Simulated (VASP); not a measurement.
# BF (P1) in VASP: settings compared, part 2 of 2

VASP 6.6.1. Earlier steps stand in the parts before.

### Step 3. Single point, PBE

Input file INCAR:

```
PREC = Accurate ; ENCUT = 520
EDIFF = 1E-6 ; ISMEAR = 1
SIGMA = 0.05 ; LREAL = False
LASPH = True ; NELM = 100
ALGO = Normal ; ISIF = 2
LWAVE = False ; LCHARG = True
GGA = PE ; LELF = True
LVHAR = True ; NBANDS = 12
```

Input file KPOINTS:

```
regular mesh
0
Gamma
  12 12 13
```

Input file POSCAR:

```
BF
1.0
   -1.6211298600      1.6211298600      2.0258349400
    1.6211298600     -1.6211298600      2.0258349400
    1.6211298600      1.6211298600     -2.0258349400
B F
1 1
Direct
   -0.0016280000     -0.0043440000      0.0129690000
    0.5113200000      0.5006440000     -0.0102550000
```

Potentials or basis: VASP PAW PBE potentials, release 64 (B, F).

Started as:

```
$ cat potpaw_PBE.64/B/POTCAR potpaw_PBE.64/F/POTCAR > POTCAR
$ mpirun -np 1 vasp_std > vasp.out
```

OUTCAR:

```text
PREC = Accurate
   ENCUT = 520
   EDIFF = 1E-6
   ISMEAR = 1
   LREAL = False
   LASPH = True
   NELM = 100
   ISIF = 2
   GGA = PE

 ion  position               nearest neighbor table
   1  0.998  0.996  0.013-   2 1.94
   2  0.511  0.501  0.990-   1 1.94

  LATTYP: Found a body centered tetragonal cell.
 ALAT       =     3.2422597200
 C/A-ratio  =     1.2496438379

  Lattice vectors:

 A1 = (  -1.6211298600,   1.6211298600,   2.0258349400)
 A2 = (   1.6211298600,  -1.6211298600,   2.0258349400)
[... 558 lines left out ...]
      7       6.0036      0.00000
      8       6.8502      0.00000
      9      16.9820      0.00000
     10      19.8257      0.00000
     11      22.2902      0.00000
     12      23.2809      0.00000

 [... further k-points ...]
[... 5 lines left out ...]
  --------------------------------------------------------------------------------------
  -------------------------------------------------------------------------------------
  Total        1.3724820      1.3663349      2.2843108     -0.0084144     -0.0227859     -0.0476583
  in kB      103.2565451    102.7940731    171.8565606     -0.6330450     -1.7142603     -3.5855014
  external PRESSURE =     125.9690596 kB  Pullay stress =       0.0000000 kB

 VOLUME and BASIS-vectors are now :
 -----------------------------------------------------------------------------
  energy-cutoff  :      520.00
  volume of cell :       21.30
      direct lattice vectors                 reciprocal lattice vectors
    -1.621129860  1.621129860  2.025834940     0.000000000  0.308426865  0.246811816
     1.621129860 -1.621129860  2.025834940     0.308426865  0.000000000  0.246811816
     1.621129860  1.621129860 -2.025834940     0.308426865  0.308426865  0.000000000

 POSITION                                       TOTAL-FORCE (eV/Angst)
 -----------------------------------------------------------------------------------
      0.01662      0.02543      4.01330         0.055486      0.028170     -0.656408
      1.58720      1.62181      0.04501        -0.055486     -0.028170      0.656408
 -----------------------------------------------------------------------------------
    total drift:                                0.000007     -0.000037     -0.000035

  FREE ENERGIE OF THE ION-ELECTRON SYSTEM (eV)
  ---------------------------------------------------
  free  energy   TOTEN  =        -6.4863953501 eV

  energy  without entropy=       -6.4864103098  energy(sigma->0) =       -6.48640034
```

stdout:

```text
POSCAR found type information on POSCAR B F
 POSCAR found :  2 types and       2 ions
 scaLAPACK will be used
 LDA part: xc-table for (Slater+PW92), standard interpolation
 -----------------------------------------------------------------------------
|                                                                             |
|           W    W    AA    RRRRR   N    N  II  N    N   GGGG   !!!           |
|           W    W   A  A   R    R  NN   N  II  NN   N  G    G  !!!           |
|           W    W  A    A  R    R  N N  N  II  N N  N  G       !!!           |
|           W WW W  AAAAAA  RRRRR   N  N N  II  N  N N  G  GGG   !            |
|           WW  WW  A    A  R   R   N   NN  II  N   NN  G    G                |
|           W    W  A    A  R    R  N    N  II  N    N   GGGG   !!!           |
|                                                                             |
|     Your reciprocal lattice and k-lattice belong to different lattice       |
|     classes:                                                                |
|                                                                             |
|        The reciprocal lattice is body-centered tetragonal,                  |
|        whereas your k-lattice is base-centered monoclinic.                  |
|                                                                             |
|     Results are often still useful ...                                      |
|                                                                             |
 -----------------------------------------------------------------------------

 POSCAR, INCAR and KPOINTS ok, starting setup
 FFT: planning ... GRIDC
 FFT: planning ... GRID_SOFT
 FFT: planning ... GRID
 WAVECAR not read
 entering main loop
```

Wall time 50 s (1 thread of Intel Xeon 6975P-C (Granite Rapids), shared host); peak memory 0.32 GiB.

What came out:

```yaml
Free_energy: -6.4864 eV
Pressure: 12.6 GPa
Largest_force: 0.659 eV/Å
Band_gap_on_the_k_mesh: 0.16 eV, indirect (least direct gap 0.30 eV)
```

Forces on the atoms (eV/Å):
```
B    0.055  0.028 -0.656
F   -0.055 -0.028  0.656
```

Stress tensor (GPa, compression positive):
```
10.33 -0.06 -0.36
-0.06 10.28 -0.17
-0.36 -0.17 17.19
```

A k mesh can miss the band edges.

### Step 4. Single point, PBE

Input file INCAR:

```
PREC = Accurate ; ENCUT = 520
EDIFF = 1E-6 ; ISMEAR = 1
SIGMA = 0.05 ; LREAL = False
LASPH = True ; NELM = 80
ALGO = Normal ; ISIF = 2
LWAVE = False ; LCHARG = False
GGA = PE ; NBANDS = 12
```

Input file KPOINTS:

```
Automatic mesh
0
Gamma
  14 14 16
```

POSCAR is that of step 3.

Started as:

```
$ cat potpaw_PBE.64/B/POTCAR potpaw_PBE.64/F/POTCAR > POTCAR
$ mpirun -np 1 vasp_std > vasp.out
```

Run time: 82 s. Hardware: 1 thread of Intel Xeon 6975P-C (Granite Rapids), shared host; peak memory 0.44 GiB.

The run converged. Its results:

```
Free energy            : -6.4859 eV
Pressure               : 12.7 GPa
Largest force          : 0.660 eV/Å
Band gap on the k mesh : 0.12 eV, indirect (least direct gap 0.12 eV)
```

Forces on the atoms (eV/Å):
```
B    0.057  0.029 -0.657
F   -0.057 -0.029  0.657
```

Stress tensor (GPa, compression positive):
```
10.39 -0.06 -0.36
-0.06 10.34 -0.18
-0.36 -0.18 17.26
```

Levels at points of the mesh, in eV from the valence-band top:
| k point | band 1 | band 2 | band 3 | band 4 | band 5 | band 6 | band 7 | band 8 | band 9 | band 10 |
| --- | --- | --- | --- | --- | --- | --- | --- | --- | --- | --- |
| (0.00, 0.00, 0.00) | -25.02 | -6.30 | -5.83 | -5.32 | -5.31 | 4.44 | 4.45 | 6.42 | 14.88 | 14.91 |
| (0.50, 0.00, 0.00) | -24.58 | -9.42 | -5.62 | -5.60 | -0.36 | 0.24 | 2.73 | 3.76 | 13.47 | 18.10 |
| (0.00, 0.50, 0.00) | -24.58 | -9.43 | -5.61 | -5.61 | -0.36 | 0.25 | 2.74 | 3.76 | 13.48 | 18.19 |
| (0.50, 0.50, 0.00) | -24.50 | -8.18 | -7.16 | -5.89 | -3.44 | 2.55 | 3.84 | 5.70 | 9.61 | 18.07 |
| (0.00, 0.00, 0.50) | -24.50 | -8.20 | -7.17 | -5.87 | -3.44 | 2.56 | 3.83 | 5.74 | 9.56 | 18.05 |
| (0.50, 0.00, 0.50) | -24.59 | -9.38 | -5.64 | -5.59 | -0.41 | 0.26 | 2.70 | 3.73 | 13.50 | 18.23 |
| (0.00, 0.50, 0.50) | -24.59 | -9.39 | -5.64 | -5.59 | -0.39 | 0.25 | 2.71 | 3.74 | 13.48 | 18.12 |
| (0.50, 0.50, 0.50) | -24.35 | -8.55 | -6.65 | -6.63 | -3.21 | 3.77 | 3.82 | 4.38 | 8.18 | 18.24 |

A k mesh can miss the band edges.

### Step 5. Overview

| level | k mesh | smearing | gap on the mesh (eV) | pressure (GPa) | largest force (eV/Å) |
| --- | --- | --- | --- | --- | --- |
| r2SCAN | 8 × 8 × 8 | fermi-dirac 0.05 eV | 0.31 | 13.4 | 0.78 |
| PBE | 12 × 12 × 13 | methfessel-paxton 0.05 eV | 0.16 | 12.6 | 0.66 |
| PBE | 14 × 14 × 16 | methfessel-paxton 0.05 eV | 0.12 | 12.7 | 0.66 |

Alike in all rows: task single point; potentials or basis VASP PAW PBE potentials, release 64 (B, F); no spin polarisation; cell as given; cutoff (eV) 520.

On the cell as given the gap runs from 0.12 eV (PBE) to 0.31 eV (r2SCAN); the meshes differ, which moves gaps too. The pressure there spans 12.6 GPa (PBE) to 13.4 GPa (r2SCAN); a positive pressure means that this level wants a larger cell, a negative one a smaller.

Caveats: the PAW data sets were made with another functional, which shifts forces and pressure a little (some runs).

Total energies depend on the potentials used, so only differences within one code and one set of settings carry meaning.
